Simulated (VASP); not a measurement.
# ZnS (I-4m2) in VASP: single point with r2SCAN

Aim: the single point of ZnS with r2SCAN.

All numbers are computed with VASP 6.6.1; they aren't measurements. Logs are shortened: lines on timing, memory, paths and dates and some standing lists are left out, and cuts for length are marked.

## (1) The cell of the first run

Symmetry: I-4m2, No. 119, tetragonal system. The conventional cell has a = 3.848 Å, b = 3.848 Å, c = 5.325 Å, α = 90.00°, β = 90.00°, γ = 90.00°. Zn (site symmetry -4m2) has 4 S at 2.34 Å within 3.1 Å. S (site symmetry -4m2) has 4 Zn at 2.34 Å within 3.1 Å.

## (2) Single point, r2SCAN (epitaxial xy strain +1.0%)

Contents of POSCAR:

```
ZnS
1.0
    0.0000000000      2.7210266899      2.6626130293
    2.7210266899      0.0000000000      2.6626130293
    2.7210266899      2.7210266899      0.0000000000
Zn S
1 1
Direct
    0.0000000000      0.0000000000      0.0000000000
    0.2500000000      0.2500000000      0.2500000000
```

Contents of INCAR.step1:

```
PREC = Accurate
ENCUT = 520
ISMEAR = 0
SIGMA = 0.01
LREAL = F
LASPH = T
NELM = 80
NBANDS = 16
GGA = PE
ALGO = Normal
EDIFF = 1E-4
LWAVE = T
LCHARG = F
```

Contents of INCAR.step2:

```
PREC = Accurate
ENCUT = 520
EDIFF = 1E-6
ISMEAR = 0
SIGMA = 0.01
LREAL = F
LASPH = T
NELM = 80
ALGO = Normal
ISIF = 2
LWAVE = F
LCHARG = T
METAGGA = R2SCAN
LMIXTAU = T
LELF = T
LVHAR = T
NBANDS = 16
ISTART = 1
```

Contents of KPOINTS:

```
Automatic mesh
0
Gamma
  8 8 8
```

Potentials or basis: VASP PAW PBE potentials, release 64 (Zn, S).

Started as:

```console
> cat potpaw_PBE.64/Zn/POTCAR potpaw_PBE.64/S/POTCAR > POTCAR
> cp INCAR.step1 INCAR
> mpirun -np 1 vasp_std > vasp.out
> cp INCAR.step2 INCAR
> mpirun -np 1 vasp_std > vasp.out
```

OUTCAR:

```text
PREC = Accurate
   ENCUT = 520
   EDIFF = 1E-6
   ISMEAR = 0
   LREAL = F
   LASPH = T
   NELM = 80
   ISIF = 2
   METAGGA = R2SCAN
   ISTART = 1

 ion  position               nearest neighbor table
   1  0.000  0.000  0.000-   2 2.34   2 2.34   2 2.34   2 2.34
   2  0.250  0.250  0.250-   1 2.34   1 2.34   1 2.34   1 2.34

  LATTYP: Found a body centered tetragonal cell.
 ALAT       =     3.8481128484
 C/A-ratio  =     1.3838539223

  Lattice vectors:

 A1 = (   0.0000000000,  -2.7210266899,  -2.6626130293)
 A2 = (   0.0000000000,   2.7210266899,  -2.6626130293)
 A3 = (   2.7210266899,   0.0000000000,   2.6626130293)

Analysis of symmetry for initial positions (statically):
=====================================================================
 Subroutine PRICEL returns:
 Original cell was already a primitive cell.

 Routine SETGRP: Setting up the symmetry group for a
 body centered tetragonal supercell.

 Subroutine GETGRP returns: Found  8 space group operations
 (whereof  8 operations were pure point group operations)
 out of a pool of 16 trial point group operations.

The static configuration has the point symmetry D_2d.

Analysis of symmetry for dynamics (positions and initial velocities):
=====================================================================
 Subroutine PRICEL returns:
 Original cell was already a primitive cell.

 Routine SETGRP: Setting up the symmetry group for a
 body centered tetragonal supercell.

 Subroutine GETGRP returns: Found  8 space group operations
 (whereof  8 operations were pure point group operations)
 out of a pool of 16 trial point group operations.

The dynamic configuration has the point symmetry D_2d.

 Subroutine INISYM returns: Found  8 space group operations
 (whereof  8 operations are pure point group operations),
 and found     1 'primitive' translations

----------------------------------------------------------------------------------------

                                     Primitive cell

  volume of cell :      39.4279

  direct lattice vectors                    reciprocal lattice vectors
     0.000000000  2.721026690  2.662613029    -0.183754170  0.183754170  0.187785455
     2.721026690  0.000000000  2.662613029     0.183754170 -0.183754170  0.187785455
     2.721026690  2.721026690  0.000000000     0.183754170  0.183754170 -0.187785455

  length of vectors
     3.807032229  3.807032229  3.848112848     0.320615918  0.320615918  0.320615918

  position of ions in fractional coordinates (direct lattice)
     0.000000000  0.000000000  0.000000000
     0.250000000  0.250000000  0.250000000

  ion indices of the primitive-cell ions
   primitive index   ion index
                 1           1
                 2           2

----------------------------------------------------------------------------------------

 KPOINTS: Automatic mesh

Automatic generation of k-mesh.
 Grid dimensions read from file:
 generate k-points for:    8    8    8

 Generating k-lattice:

  Cartesian coordinates                     Fractional coordinates (reciprocal lattice)
    -0.022969271  0.022969271  0.023473182     0.125000000  0.000000000  0.000000000
     0.022969271 -0.022969271  0.023473182     0.000000000  0.125000000  0.000000000
     0.022969271  0.022969271 -0.023473182     0.000000000  0.000000000  0.125000000

  Length of vectors
     0.040076990  0.040076990  0.040076990

  Shift w.r.t. Gamma in fractional coordinates (k-lattice)
     0.000000000  0.000000000  0.000000000

 Subroutine IBZKPT returns following result:
 ===========================================

 Found     59 irreducible k-points:

 Following reciprocal coordinates:
            Coordinates               Weight
  0.000000  0.000000  0.000000      1.000000
  0.125000 -0.000000  0.000000      8.000000
  0.250000 -0.000000  0.000000      8.000000
  0.375000 -0.000000  0.000000      8.000000
  0.500000 -0.000000  0.000000      4.000000
  0.125000  0.125000  0.000000      2.000000
[... 16 lines left out ...]
  0.250000 -0.000000  0.125000     16.000000
  0.375000 -0.000000  0.125000     16.000000
 [... further k-points ...]
   k-points           NKPTS =     59   k-points in BZ     NKDIM =     59   number of bands    NBANDS=     16
   number of dos      NEDOS =    301   number of ions     NIONS =      2
   total plane-waves  NPLWV =  23520
   dimension x,y,z NGX =    28 NGY =   28 NGZ =   30
   dimension x,y,z NGXF=    56 NGYF=   56 NGZF=   60
   ions per type =               1   1
   NGX,Y,Z   is equivalent  to a cutoff of  12.23, 12.23, 12.96 a.u.
   NGXF,Y,Z  is equivalent  to a cutoff of  24.45, 24.45, 25.92 a.u.
 SYSTEM =  unknown system
   PREC   = accura    normal or accurate (medium, high low for compatibility)
   ISTART =      1    job   : 0-new  1-cont  2-samecut
   ICHARG =      0    charge: 1-file 2-atom 10-const
   ISPIN  =      1    spin polarized calculation?
   LNONCOLLINEAR =      F non collinear calculations
   LSORBIT =      F    spin-orbit coupling
   LASPH  =      T    aspherical Exc in radial PAW
   ENCUT  =  520.0 eV  38.22 Ry    6.18 a.u.   7.08  7.08  7.15*2*pi/ulx,y,z
   NELM   =     80;   NELMIN=  2; NELMDL=  0     # of ELM steps
   EDIFF  = 0.1E-05   stopping-criterion for ELM
   LREAL  =      F    real-space projection
   EDIFFG = 0.1E-04   stopping-criterion for IOM
   NSW    =      0    number of steps for IOM
   IBRION =     -1    ionic relax: 0-MD 1-quasi-New 2-CG
   NFREE  =      0    steps in history (QN), initial steepest desc. (CG)
   ISIF   =      2    stress and relaxation
   ISYM   =      2    0-nonsym 1-usesym 2-fastsym
   POTIM  = 0.5000    time-step for ionic-motion
   TEBEG  =    0.0;   TEEND  =   0.0 temperature during run
   PSTRESS=    0.0 pullay stress
   NELECT =      18.0000    total number of electrons
   NUPDOWN=      -1.0000    fix difference up-down
   EMIN   =  10.00;   EMAX   =-10.00  energy-range for DOS
   EFERMI =   0.00;   METHOD = LEGACY
   ISMEAR =     0;   SIGMA  =   0.01  broadening in eV -4-tet -1-fermi 0-gaus
   EFERMI_NEDOS =   21; number of points for ismear=-14 and -15
   IALGO  =     38    algorithm
   IMIX   =      4    mixing-type and parameters
     AMIX     =   0.40;   BMIX     =  1.00
     AMIX_MAG =   1.60;   BMIX_MAG =  1.00
  volume/ion in A,a.u.               =      19.71       133.04
  Fermi-wavevector in a.u.,A,eV,Ry     =   1.260563  2.382118 21.619906  1.589018
  Thomas-Fermi vector in A             =   2.394066
   LORBIT       =      0    0 simple, 1 ext, 2 COOP (PROOUT), +10 PAW based schemes
   METAGGA = R2SCAN    functional components
   LHFCALC =     F    Hartree Fock is set to
   AEXX    =    0.0000 exact exchange contribution
   IVDW    =     0    specifies the selected vdW correction
   LEPSILON=     F    determine dielectric tensor
   LRPA    =     F    only Hartree local field effects (RPA)
 non-spin polarized calculation
 Gauss-broadening in eV      SIGMA  =   0.01
  energy-cutoff  :      520.00
  volume of cell :       39.43
 maximum number of plane-waves:      1075
   NGX = 15   NGY = 15   NGZ = 15

 number of electron      18.0000011 magnetization

 Free energy of the ion-electron system (eV)
  ---------------------------------------------------
  ext. energy  EPLUGINS =         0.00000000
  ---------------------------------------------------
  free energy    TOTEN  =       -18.86447568 eV

  energy without entropy =      -18.86447568  energy(sigma->0) =      -18.86447568

 E-fermi :   2.0212     XC(G=0): -10.2876

 val. band max:        1.8861850845   @ k =   0.0000   0.0000   0.0000
 cond. band min:       4.5127513190   @ k =   0.0000   0.0000   0.0000
 fundamental gap:      2.6265662345
 Fermi energy:         2.0212320151

 k-point     1 :       0.0000    0.0000    0.0000
  band No.  band energies     occupation
      1     -11.8418      2.00000
      2      -4.6683      2.00000
      3      -4.6680      2.00000
      4      -4.6558      2.00000
      5      -4.1208      2.00000
      6      -4.1156      2.00000
[... 8 lines left out ...]
     15      14.2669      0.00000
     16      14.4261      0.00000

 k-point     2 :       0.1250   -0.0000    0.0000
  band No.  band energies     occupation
      1     -11.7222      2.00000
      2      -4.6618      2.00000
      3      -4.6467      2.00000
      4      -4.6357      2.00000
      5      -4.1216      2.00000
      6      -4.1179      2.00000
[... 8 lines left out ...]
     15      13.6557      0.00000
     16      15.1902      0.00000

 k-point     3 :       0.2500   -0.0000    0.0000
  band No.  band energies     occupation
      1     -11.4103      2.00000
      2      -4.6081      2.00000
      3      -4.5991      2.00000
      4      -4.5840      2.00000
      5      -4.1168      2.00000
      6      -4.1163      2.00000
[... 8 lines left out ...]
     15      13.3764      0.00000
     16      14.6527      0.00000

 k-point     4 :       0.3750   -0.0000    0.0000
  band No.  band energies     occupation
      1     -11.0570      2.00000
      2      -4.5608      2.00000
      3      -4.5447      2.00000
      4      -4.3741      2.00000
      5      -4.1031      2.00000
      6      -4.0971      2.00000
[... 8 lines left out ...]
     15      14.5503      0.00000
     16      14.5658      0.00000

 k-point     5 :       0.5000   -0.0000    0.0000
  band No.  band energies     occupation
      1     -10.8950      2.00000
      2      -4.5484      2.00000
      3      -4.5302      2.00000
      4      -4.0948      2.00000
      5      -4.0841      2.00000
      6      -3.9201      2.00000
[... 8 lines left out ...]
     15      15.8039      0.00000
     16      15.9919      0.00000

 k-point     6 :       0.1250    0.1250    0.0000
  band No.  band energies     occupation
      1     -11.6782      2.00000
      2      -4.6744      2.00000
      3      -4.6280      2.00000
      4      -4.6277      2.00000
      5      -4.1315      2.00000
      6      -4.1085      2.00000
[... 8 lines left out ...]
     15      14.1798      0.00000
     16      15.7940      0.00000

 k-point     7 :       0.2500    0.1250    0.0000
  band No.  band energies     occupation
      1     -11.4265      2.00000
      2      -4.6629      2.00000
      3      -4.5775      2.00000
      4      -4.5730      2.00000
      5      -4.1394      2.00000
      6      -4.0965      2.00000
[... 8 lines left out ...]
     15      14.2494      0.00000
     16      16.1279      0.00000

 k-point     8 :       0.3750    0.1250    0.0000
  band No.  band energies     occupation
      1     -11.0814      2.00000
      2      -4.5768      2.00000
      3      -4.5319      2.00000
      4      -4.4605      2.00000
      5      -4.1140      2.00000
      6      -4.0822      2.00000
[... 8 lines left out ...]
     15      15.1903      0.00000
     16      15.5708      0.00000

 k-point     9 :       0.5000    0.1250    0.0000
  band No.  band energies     occupation
      1     -10.8502      2.00000
      2      -4.5322      2.00000
      3      -4.5152      2.00000
      4      -4.1898      2.00000
      5      -4.0812      2.00000
      6      -3.9526      2.00000
[... 8 lines left out ...]
     15      15.9903      0.00000
     16      16.1632      0.00000
[... 172 lines left out ...]
 k-point    19 :       0.5000    0.3750    0.0000
  band No.  band energies     occupation
      1     -10.6072      2.00000
      2      -4.6256      2.00000
      3      -4.3427      2.00000
      4      -4.3179      2.00000
      5      -4.0507      2.00000
      6      -3.9071      2.00000
[... 8 lines left out ...]
     15      16.1747      0.00000
     16      17.4326      0.00000

 k-point    20 :      -0.3750    0.3750    0.0000
  band No.  band energies     occupation
      1     -10.5859      2.00000
      2      -4.5570      2.00000
      3      -4.3718      2.00000
      4      -4.2431      2.00000
      5      -4.0789      2.00000
      6      -3.7640      2.00000
[... 8 lines left out ...]
     15      14.8773      0.00000
     16      18.5932      0.00000

 k-point    21 :       0.5000    0.5000    0.0000
  band No.  band energies     occupation
      1     -10.5505      2.00000
      2      -4.6617      2.00000
      3      -4.3067      2.00000
      4      -4.3064      2.00000
      5      -4.0370      2.00000
      6      -3.8799      2.00000
[... 8 lines left out ...]
     15      16.1429      0.00000
     16      17.0412      0.00000

 k-point    22 :       0.1250    0.0000    0.1250
  band No.  band energies     occupation
      1     -11.6843      2.00000
      2      -4.6848      2.00000
      3      -4.6280      2.00000
      4      -4.6132      2.00000
      5      -4.1364      2.00000
      6      -4.1059      2.00000
[... 8 lines left out ...]
     15      14.4162      0.00000
     16      15.6944      0.00000

 k-point    23 :       0.2500   -0.0000    0.1250
  band No.  band energies     occupation
      1     -11.4372      2.00000
      2      -4.6701      2.00000
      3      -4.5770      2.00000
      4      -4.5597      2.00000
      5      -4.1443      2.00000
      6      -4.0963      2.00000
[... 8 lines left out ...]
     15      14.3730      0.00000
     16      16.2107      0.00000

 k-point    24 :       0.3750   -0.0000    0.1250
  band No.  band energies     occupation
      1     -11.0926      2.00000
      2      -4.5864      2.00000
      3      -4.5212      2.00000
      4      -4.4533      2.00000
      5      -4.1204      2.00000
      6      -4.0855      2.00000
[... 8 lines left out ...]
     15      15.1147      0.00000
     16      15.5728      0.00000

 [... further k-points ...]

------------------------ aborting loop because EDIFF is reached ----------------------------------------

  FORCE on cell =-STRESS in cart. coord.  units (eV):
  Direction    XX          YY          ZZ          XY          YZ          ZX
  --------------------------------------------------------------------------------------
  -------------------------------------------------------------------------------------
  Total       -0.2189836     -0.2189836     -0.0075934      0.0000000      0.0000000     -0.0000000
  in kB       -8.8985367     -8.8985367     -0.3085633      0.0000000      0.0000000     -0.0000000
  external PRESSURE =      -6.0352122 kB  Pullay stress =       0.0000000 kB

 VOLUME and BASIS-vectors are now :
 -----------------------------------------------------------------------------
  energy-cutoff  :      520.00
  volume of cell :       39.43
      direct lattice vectors                 reciprocal lattice vectors
     0.000000000  2.721026690  2.662613029    -0.183754170  0.183754170  0.187785455
     2.721026690  0.000000000  2.662613029     0.183754170 -0.183754170  0.187785455
     2.721026690  2.721026690  0.000000000     0.183754170  0.183754170 -0.187785455

 POSITION                                       TOTAL-FORCE (eV/Angst)
 -----------------------------------------------------------------------------------
      0.00000      0.00000      0.00000        -0.000000     -0.000000      0.000000
      1.36051      1.36051      1.33131         0.000000      0.000000      0.000000
 -----------------------------------------------------------------------------------
    total drift:                                0.000593      0.000593     -0.000102

  FREE ENERGIE OF THE ION-ELECTRON SYSTEM (eV)
  ---------------------------------------------------
  free  energy   TOTEN  =       -18.8644756799 eV

  energy  without entropy=      -18.8644756799  energy(sigma->0) =      -18.86447568
```

It took 1.7 min on 1 thread of AMD EPYC 7R13 (Zen 3), shared host; peak memory 0.16 GiB.

What came out:

```yaml
Free_energy: -18.8645 eV
Pressure: -0.6 GPa
Band_gap_on_the_k_mesh: 2.63 eV
```

Stress tensor (GPa, compression positive):
```
-0.89  0.00  0.00
 0.00 -0.89  0.00
 0.00  0.00 -0.03
```

Levels at points of the mesh, in eV from the valence-band top:
| k point | band 7 | band 8 | band 9 | band 10 | band 11 | band 12 |
| --- | --- | --- | --- | --- | --- | --- |
| (0.00, 0.00, 0.00) | -0.08 | -0.07 | 0.00 | 2.63 | 6.86 | 6.86 |
| (0.50, 0.00, 0.00) | -5.45 | -1.00 | -0.88 | 3.76 | 7.25 | 7.45 |
| (0.50, 0.50, 0.00) | -4.58 | -2.41 | -2.41 | 3.60 | 4.29 | 11.89 |
| (0.50, 0.00, 0.50) | -4.71 | -2.32 | -2.27 | 3.72 | 4.51 | 11.63 |

Caveat: the cell differs from its parent crystal (epitaxial xy strain +1.0%); the PAW data sets were made with another functional, which shifts forces and pressure a little.
